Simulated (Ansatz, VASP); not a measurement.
## One calculation of Si3N4, two programs

```
Si N
1.0
     7.66362    0.00000    0.00000
    -3.83181    6.63689    0.00000
     0.00000    0.00000    2.92644
Si N
6 8
Direct
  0.76891 0.17501 0.25000
  0.59390 0.76891 0.75000
  0.82499 0.59390 0.25000
  0.23109 0.82499 0.75000
  0.40610 0.23109 0.25000
  0.17501 0.40610 0.75000
  0.03083 0.33000 0.25000
  0.70083 0.03083 0.75000
  0.67000 0.70083 0.25000
  0.96917 0.67000 0.75000
  0.29917 0.96917 0.25000
  0.33000 0.29917 0.75000
  0.66667 0.33333 0.25000
  0.33333 0.66667 0.75000
```

Alike in both runs: task relaxation of cell and atoms; functional PBE; k mesh 6 × 6 × 8; no spin polarisation.

```csv
,VASP,Ansatz
version,VASP 6.6.1,Ansatz 0.2.0
potentials or method,"VASP PAW PBE potentials, release 64 (Si, N), cutoff 600 eV","scalar-relativistic, plane waves, PAW"
occupations,"gaussian, width 0.01 eV",fixed
valence electrons in the cell,64,64
```

|  | VASP | Ansatz | Ansatz less VASP |
| --- | --- | --- | --- |
| gap on the k mesh at the Fermi level, each at its own relaxed structure (eV) | 4.27 | 4.27 | +0.004 |
| relaxed volume (Å³/atom) | 10.62 | 10.63 | +0.016 |
| relaxed cell length with the largest relative difference (Å) | 2.925 | 2.926 | +0.0016 |
